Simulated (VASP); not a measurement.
# Al6GeH2N6 in VASP: a series of runs

The runs below take Al6GeH2N6 through single point, with PBEsol.

Everything below comes from runs of VASP 6.6.1. Logs are shortened: lines on timing, memory, paths and dates and some standing lists are left out, and cuts for length are marked.

## (1) The cell of the first run

The cell holds a slab with vacuum, 15 atoms: a = 5.446 Å, b = 5.945 Å, c = 16.324 Å, α = 90.00°, β = 90.00°, γ = 117.26°.

## (2) Single point, PBEsol

File INCAR:

```
SYSTEM = Al6GeH2N6
PREC = Accurate
ENCUT = 520
EDIFF = 1E-6
ISMEAR = 0
SIGMA = 0.05
LREAL = Auto
LASPH = .TRUE.
NELM = 80
ALGO = Normal
ISIF = 2
LWAVE = .FALSE.
LCHARG = .TRUE.
GGA = PS
LELF = .TRUE.
LVHAR = .TRUE.
NBANDS = 45
```

File KPOINTS:

```
Automatic mesh
0
G
  2 2 1
  0 0 0
```

File POSCAR:

```
Al6GeH2N6
1.0
    5.4455680000      0.0000000000      0.0000000000
   -2.7227840000      5.2851960000      0.0000000000
    0.0000000000      0.0000000000     16.3239630000
Al N Ge H
6 6 1 2
Direct
    0.6666667279      0.0000000000      0.0612596341
    0.2031292491      0.5238899371      0.1015850134
    0.2647663748      0.0570149149      0.1333445193
    0.7077167340      0.5920310240      0.1746854609
    0.8060224858      0.1577551712      0.2263204101
    0.2617889813      0.6774212347      0.2722772038
    0.5646074686      0.6660996111      0.0814129510
    1.0030315764      0.1818167198      0.1218414916
    0.0972837783      0.7113514806      0.1709064153
    0.5441819887      0.2533300563      0.2010411320
    0.6529107240      0.8066650698      0.2605788803
    0.0554166033      0.3381622933      0.3096941594
    0.9336853126      0.8535013649      0.3383665474
    0.9639556448      0.3407953083      0.3645379495
    0.7636272216      0.7736570224      0.4214883359
```

Potentials or basis: VASP PAW PBE potentials, release 64 (Al, N, Ge_d, H).

Command:

```
> cat potpaw_PBE.64/Al/POTCAR potpaw_PBE.64/N/POTCAR potpaw_PBE.64/Ge_d/POTCAR potpaw_PBE.64/H/POTCAR > POTCAR
> mpirun -np 1 vasp_std > vasp.out
```

OUTCAR:

```text
SYSTEM = Al6GeH2N6
   PREC = Accurate
   ENCUT = 520
   EDIFF = 1E-6
   ISMEAR = 0
   LREAL = Auto
   LASPH = .TRUE.
   NELM = 80
   ISIF = 2
   GGA = PS

 ion  position               nearest neighbor table
   1  0.667  0.000  0.061-   7 1.83   8 1.92   3 2.64   5 2.84   2 2.88   4 3.14   2 3.21   3 3.33

   2  0.203  0.524  0.102-   7 1.78   8 1.84   9 1.86   4 2.85   1 2.88   6 2.90   3 2.99   5 3.04
                             3 3.07   4 3.14   1 3.21
   3  0.265  0.057  0.133-  10 1.81   8 1.89   9 1.93   1 2.64   2 2.99   4 3.06   2 3.07   4 3.10
                             5 3.12   6 3.19   5 3.21   1 3.33
   4  0.708  0.592  0.175-  10 1.84   7 1.85   9 1.90  11 2.01   2 2.85   5 2.99  13 3.05   3 3.06
                             3 3.10   6 3.13   1 3.14   2 3.14   6 3.24   5 3.27
   5  0.806  0.158  0.226-  10 1.81  12 1.87  11 1.94   8 1.98   1 2.84  13 2.87   4 2.99   6 3.04
                             2 3.04   3 3.12   6 3.12   3 3.21   4 3.27
   6  0.262  0.677  0.272-  12 1.90  11 1.91   9 1.94  13 2.68   2 2.90   5 3.04   5 3.12   4 3.13
                             3 3.19   4 3.24
   7  0.565  0.666  0.081-   2 1.78   1 1.83   4 1.85
   8  0.003  0.182  0.122-   2 1.84   3 1.89   1 1.92   5 1.98
   9  0.097  0.711  0.171-   2 1.86   4 1.90   3 1.93   6 1.94
  10  0.544  0.253  0.201-   5 1.81   3 1.81   4 1.84
  11  0.653  0.807  0.261-  13 1.91   6 1.91   5 1.94   4 2.01
  12  0.055  0.338  0.310-  14 1.03   5 1.87   6 1.90
  13  0.934  0.854  0.338-  15 1.59  11 1.91   6 2.68   5 2.87   4 3.05
  14  0.964  0.341  0.365-  12 1.03
  15  0.764  0.774  0.421-  13 1.59

  LATTYP: Found a base centered orthorhombic cell.
 ALAT       =     5.4455680000
 B/A-ratio  =     1.9410999918
 C/A-ratio  =     2.9976602992

  Lattice vectors:

 A1 = (   2.7227840000,  -5.2851960000,   0.0000000000)
 A2 = (   2.7227840000,   5.2851960000,   0.0000000000)
 A3 = (   0.0000000000,   0.0000000000,  16.3239630000)

Analysis of symmetry for initial positions (statically):
=====================================================================
 Subroutine PRICEL returns:
 Original cell was already a primitive cell.

 Routine SETGRP: Setting up the symmetry group for a
 base centered orthorhombic supercell.

 Subroutine GETGRP returns: Found  1 space group operations
 (whereof  1 operations were pure point group operations)
 out of a pool of  8 trial point group operations.

The static configuration has the point symmetry C_1 .

Analysis of symmetry for dynamics (positions and initial velocities):
=====================================================================
[... 135 lines left out ...]
     AMIX_MAG =   1.60;   BMIX_MAG =  1.00
  volume/ion in A,a.u.               =      31.32       211.37
  Fermi-wavevector in a.u.,A,eV,Ry     =   0.842348  1.591807  9.654015  0.709550
  Thomas-Fermi vector in A             =   1.957040
   LORBIT       =      0    0 simple, 1 ext, 2 COOP (PROOUT), +10 PAW based schemes
   GGA     = PS    functional components
   LHFCALC =     F    Hartree Fock is set to
   AEXX    =    0.0000 exact exchange contribution
   IVDW    =     0    specifies the selected vdW correction
   LEPSILON=     F    determine dielectric tensor
   LRPA    =     F    only Hartree local field effects (RPA)
 non-spin polarized calculation
 Gauss-broadening in eV      SIGMA  =   0.05
  energy-cutoff  :      520.00
  volume of cell :      469.82
 maximum number of plane-waves:     12686
 NGX is ok and might be reduce to    42
   NGX = 21   NGY = 23   NGZ = 61

 number of electron      63.9999994 magnetization

 Free energy of the ion-electron system (eV)
  ---------------------------------------------------
  ext. energy  EPLUGINS =         0.00000000
  ---------------------------------------------------
  free energy    TOTEN  =       -95.71210423 eV

  energy without entropy =      -95.71210224  energy(sigma->0) =      -95.71210324

 E-fermi :  -0.2857     XC(G=0):  -4.7621

 val. band max:       -0.4346351862   @ k =   0.0000   0.5000   0.0000
 cond. band min:      -0.1368354284   @ k =   0.0000   0.5000   0.0000
 fundamental gap:      0.2977997578
 Fermi energy:        -0.2857216543

 k-point     1 :       0.0000    0.0000    0.0000
  band No.  band energies     occupation
      1     -25.5927      2.00000
      2     -25.5431      2.00000
      3     -25.4680      2.00000
      4     -25.4018      2.00000
      5     -25.3260      2.00000
      6     -16.7876      2.00000
[... 177 lines left out ...]
     43       4.8037      0.00000
     44       5.0034      0.00000
 [bands above 44 left out]

------------------------ aborting loop because EDIFF is reached ----------------------------------------

  FORCE on cell =-STRESS in cart. coord.  units (eV):
  Direction    XX          YY          ZZ          XY          YZ          ZX
  --------------------------------------------------------------------------------------
  -------------------------------------------------------------------------------------
  Total       -2.9181877     -5.3609430      0.3066931      1.3605166      1.9709669     -0.5532363
  in kB       -9.9516232    -18.2819235      1.0458867      4.6396427      6.7214046     -1.8866500
  external PRESSURE =      -9.0625533 kB  Pullay stress =       0.0000000 kB

 VOLUME and BASIS-vectors are now :
 -----------------------------------------------------------------------------
  energy-cutoff  :      520.00
  volume of cell :      469.82
      direct lattice vectors                 reciprocal lattice vectors
     5.445568000  0.000000000  0.000000000     0.183635573  0.094603871  0.000000000
    -2.722784000  5.285196000  0.000000000     0.000000000  0.189207742  0.000000000
     0.000000000  0.000000000 16.323963000     0.000000000  0.000000000  0.061259634

 POSITION                                       TOTAL-FORCE (eV/Angst)
 -----------------------------------------------------------------------------------
      3.63038      0.00000      1.00000         0.078824     -0.244218     -0.135061
     -0.32028      2.76886      1.65827        -0.007496     -0.016592      0.016753
      1.28656      0.30134      2.17671        -0.010955     -0.022611      0.021597
      2.24195      3.12900      2.85156         0.003891      0.019106      0.013941
      3.95972      0.83377      3.69445        -0.004844     -0.027317     -0.024695
     -0.41888      3.58030      4.44464        -0.001260     -0.077506      0.046745
      1.26096      3.52047      1.32898         0.026223     -0.005604     -0.012211
     -0.47854      0.96094      1.98894         0.002133     -0.016614      0.001327
     -1.40709      3.75963      2.78987         0.002661     -0.013318      0.023771
      2.27362      1.33890      3.28179        -0.007930      0.024393      0.017040
      1.35910      4.26338      4.25368         0.000117     -0.002452      0.002215
     -0.61897      1.78725      5.05544         0.130925     -0.155995      0.006772
      2.76055      4.51092      5.52348        -0.037932      0.202525     -0.027283
      4.32137      1.80117      5.95070        -0.158780     -0.051696      0.015485
      2.05188      4.08893      6.88036        -0.015576      0.387898      0.033605
 -----------------------------------------------------------------------------------
    total drift:                               -0.011883      0.000135     -0.000162

  FREE ENERGIE OF THE ION-ELECTRON SYSTEM (eV)
  ---------------------------------------------------
  free  energy   TOTEN  =       -95.7121042327 eV

  energy  without entropy=      -95.7121022431  energy(sigma->0) =      -95.71210324
```

OSZICAR:

```text
N       E                     dE             d eps       ncg     rms          rms(c)
DAV:   1     0.526365477597E+03    0.52637E+03   -0.25392E+04   392   0.135E+03
DAV:   2     0.404510566252E+01   -0.52232E+03   -0.48954E+03   448   0.314E+02
DAV:   3    -0.107149180880E+03   -0.11119E+03   -0.10930E+03   478   0.145E+02
[... 16 lines left out ...]
DAV:  20    -0.957120585743E+02   -0.95344E-04   -0.74791E-06   400   0.129E-02    0.359E-03
DAV:  21    -0.957120916342E+02   -0.33060E-04   -0.36681E-06   382   0.810E-03    0.150E-03
DAV:  22    -0.957120995254E+02   -0.78912E-05   -0.66437E-07   320   0.384E-03    0.649E-04
DAV:  23    -0.957121033089E+02   -0.37835E-05   -0.33058E-07   307   0.240E-03    0.571E-04
DAV:  24    -0.957121042327E+02   -0.92373E-06   -0.88844E-08   304   0.131E-03
   1 F= -.95712104E+02 E0= -.95712103E+02  d E =-.198961E-05
```

stdout:

```text
POSCAR found type information on POSCAR AlN GeH
 POSCAR found :  4 types and      15 ions
 scaLAPACK will be used
 -----------------------------------------------------------------------------
|                                                                             |
|                                                                             |
|     You enforced a specific xc type in the INCAR file but a different       |
|     I HOPE YOU KNOW WHAT YOU ARE DOING!                                     |
|                                                                             |
 -----------------------------------------------------------------------------

 LDA part: xc-table for (Slater+PW92), standard interpolation
 POSCAR, INCAR and KPOINTS ok, starting setup
 FFT: planning ... GRIDC
 FFT: planning ... GRID_SOFT
 FFT: planning ... GRID
 WAVECAR not read
 entering main loop
```

It took 6.5 min on 1 thread of AMD EPYC 7R13, shared host; peak memory 0.53 GiB.

Results:

| Property | Result |
| --- | --- |
| Free energy | -95.7121 eV |
| Largest force | 0.390 eV/Å |
| Band gap on the k mesh | 0.30 eV |

Forces in eV/Å, atoms in the order of the input:
```
Al   0.079 -0.244 -0.135
Al  -0.007 -0.017  0.017
Al  -0.011 -0.023  0.022
Al   0.004  0.019  0.014
Al  -0.005 -0.027 -0.025
Al  -0.001 -0.078  0.047
N    0.026 -0.006 -0.012
N    0.002 -0.017  0.001
N    0.003 -0.013  0.024
N   -0.008  0.024  0.017
N    0.000 -0.002  0.002
N    0.131 -0.156  0.007
Ge  -0.038  0.203 -0.027
H   -0.159 -0.052  0.015
H   -0.016  0.388  0.034
```

Caveat: the k points lie up to 0.65 Å⁻¹ apart; the PAW data sets were made with another functional, which shifts forces and pressure a little.

## (3) Single point, PBEsol

File INCAR:

```
PREC     = Accurate       # precision mode
ENCUT    = 520            # plane-wave cutoff, eV
EDIFF    = 1E-6           # SCF threshold, eV
ISMEAR   = 0              # smearing method
SIGMA    = 0.05           # smearing width, eV
LREAL    = Auto         
LASPH    = True           # aspherical terms in the spheres
NELM     = 60             # most SCF steps
ALGO     = Normal         # electronic algorithm
ISIF     = 2              # what is computed and relaxed
LWAVE    = False          # write WAVECAR
LCHARG   = True           # write CHGCAR
GGA      = PS             # functional
LELF     = True           # ELF
LVHAR    = True         
NBANDS   = 45             # bands
```

File KPOINTS:

```
Automatic mesh
0
Gamma
  2 2 1
```

File POSCAR:

```
Al6GeH2N6
1.0
    5.4455680000      0.0000000000      0.0000000000
   -2.7227840000      5.2851960000      0.0000000000
    0.0000000000      0.0000000000     16.3239630000
Al N Ge H
6 6 1 2
Direct
    0.6666665442      0.0000000000      0.0612596341
    0.2094010355      0.5378754165      0.1083323945
    0.2724268852      0.0729507477      0.1369645962
    0.7159486947      0.6163707079      0.1843586634
    0.8014179038      0.1745278699      0.2243956324
    0.2767771461      0.7060493121      0.2794934049
    0.5710365390      0.6742985501      0.0881140199
    1.0026213609      0.1933230102      0.1226390307
    0.1051444241      0.7267429628      0.1782759493
    0.5398282110      0.2758864572      0.2080949338
    0.6692280279      0.8373435914      0.2678131530
    0.0601954563      0.3457268188      0.3116276360
    0.9987773041      0.9725915557      0.3416377506
    0.9343764478      0.3528170005      0.3580692997
    0.8730717684      0.9803854010      0.4278980539
```

Potentials or basis: VASP PAW PBE potentials, release 64 (Al, N, Ge_d, H).

Command:

```
> cat potpaw_PBE.64/Al/POTCAR potpaw_PBE.64/N/POTCAR potpaw_PBE.64/Ge_d/POTCAR potpaw_PBE.64/H/POTCAR > POTCAR
> mpirun -np 1 vasp_std > vasp.out
```

It took 6.8 min on 1 thread of AMD EPYC 7R13, shared host; peak memory 0.53 GiB.

It converged, with:

| Quantity | Value |
| --- | --- |
| Free energy | -96.2172 eV |
| Largest force | 0.042 eV/Å |
| Band gap on the k mesh | 1.25 eV (least direct gap 1.25 eV) |

Forces on the atoms (eV/Å):
```
Al   0.030  0.029  0.007
Al  -0.022  0.017  0.010
Al  -0.025  0.006 -0.009
Al   0.001  0.029  0.015
Al   0.022  0.020  0.010
Al  -0.004  0.006 -0.011
N    0.026 -0.023 -0.023
N   -0.008 -0.022 -0.017
N   -0.014 -0.009  0.004
N   -0.012 -0.014  0.011
N    0.019 -0.006  0.006
N   -0.009 -0.015 -0.028
Ge  -0.019 -0.006  0.025
H    0.007 -0.001  0.016
H    0.010 -0.010 -0.015
```

Levels at points of the mesh, in eV from the valence-band top:
```csv
k point,band 28,band 29,band 30,band 31,band 32,band 33,band 34,band 35,band 36,band 37
"(0.00, 0.00, 0.00)",-2.05,-1.96,-1.61,-1.43,-0.12,2.03,2.39,2.70,3.23,3.38
"(0.50, 0.00, 0.00)",-2.22,-1.89,-1.58,-1.54,0.00,1.77,2.56,2.79,3.11,3.69
"(0.50, 0.50, 0.00)",-2.19,-1.74,-1.66,-1.08,-0.02,1.40,2.00,2.39,2.79,3.30
"(0.00, 0.50, 0.00)",-2.26,-1.94,-1.63,-1.16,-0.01,1.25,1.97,2.48,2.89,3.69
```

Caveat: the k points lie up to 0.65 Å⁻¹ apart; the PAW data sets were made with another functional, which shifts forces and pressure a little.

## (4) Single point, PBEsol

File INCAR:

```
SYSTEM = Al6GeH2N6
PREC = Accurate
ENCUT = 520
EDIFF = 1E-6
ISMEAR = 0
SIGMA = 0.05
LREAL = Auto
LASPH = .True.
NELM = 60
ALGO = Normal
ISIF = 2
LWAVE = .False.
LCHARG = .False.
GGA = PS
NBANDS = 45
```

File KPOINTS:

```
Automatic mesh
0
Gamma
  2 2 1
  0 0 0
```

File POSCAR:

```
Al6GeH2N6
1.0
    5.4455680000      0.0000000000      0.0000000000
   -2.7227840000      5.2851960000      0.0000000000
    0.0000000000      0.0000000000     16.3239630000
Al N Ge H
6 6 1 2
Direct
    0.6666667279      0.0000000000      0.0612596341
    0.1978441974      0.5273991731      0.0924123021
    0.2682574213      0.0711786280      0.1211028229
    0.7135796120      0.5878308014      0.1705218886
    0.8324665484      0.1792357370      0.2301707618
    0.3054922327      0.7307850078      0.2511286016
    0.5621733846      0.6638364973      0.0799634868
    1.0051036144      0.1919796352      0.1191006743
    0.1003498886      0.7304222965      0.1544594288
    0.5369932483      0.2336785618      0.1977762385
    0.6863402188      0.8112929019      0.2603002102
    0.0132014887      0.4598696056      0.2992302788
    0.8460817948      0.6560053780      0.3400551079
    1.1465493724      0.8214410591      0.3718521660
    0.6286117794      0.5387809648      0.4072177204
```

Command:

```
> cat potpaw_PBE.64/Al/POTCAR potpaw_PBE.64/N/POTCAR potpaw_PBE.64/Ge_d/POTCAR potpaw_PBE.64/H/POTCAR > POTCAR
> mpirun -np 1 vasp_std > vasp.out
```

Run time: 6.7 min. Hardware: 1 thread of AMD EPYC 7R13, shared host; peak memory 0.53 GiB.

Results (log left out):

* Free energy: -94.5197 eV
* Largest force: 1.316 eV/Å
* Band gap on the k mesh: 1.50 eV (least direct gap 1.59 eV)

Forces in eV/Å, atoms in the order of the input:
```
Al   0.175  0.093 -0.134
Al  -0.017 -0.017  0.018
Al  -0.007 -0.056  0.016
Al   0.063 -0.017 -0.016
Al   0.023 -0.057 -0.041
Al   0.088 -0.243  0.041
N    0.039 -0.014 -0.024
N   -0.030 -0.034 -0.029
N    0.032 -0.019 -0.008
N   -0.016  0.027  0.000
N    0.102 -0.068  0.056
N    0.011 -0.230 -0.074
Ge   0.101 -0.462 -0.078
H   -0.605  1.148  0.222
H    0.041 -0.051  0.052
```

Levels at points of the mesh, in eV from the valence-band top:
| k point | band 29 | band 30 | band 31 | band 32 | band 33 | band 34 | band 35 | band 36 |
| --- | --- | --- | --- | --- | --- | --- | --- | --- |
| (0.00, 0.00, 0.00) | -1.92 | -1.64 | -1.43 | -0.39 | 1.70 | 1.92 | 2.33 | 2.90 |
| (0.50, 0.00, 0.00) | -1.98 | -1.79 | -1.26 | -0.15 | 1.50 | 2.25 | 2.49 | 2.87 |
| (0.50, 0.50, 0.00) | -2.07 | -1.69 | -1.43 | 0.00 | 1.72 | 1.87 | 2.29 | 2.79 |
| (0.00, 0.50, 0.00) | -1.85 | -1.58 | -1.28 | -0.05 | 1.53 | 2.21 | 2.52 | 2.85 |

Caveat: the k points lie up to 0.65 Å⁻¹ apart; the PAW data sets were made with another functional, which shifts forces and pressure a little.

(Continued in part 2 of 2.)
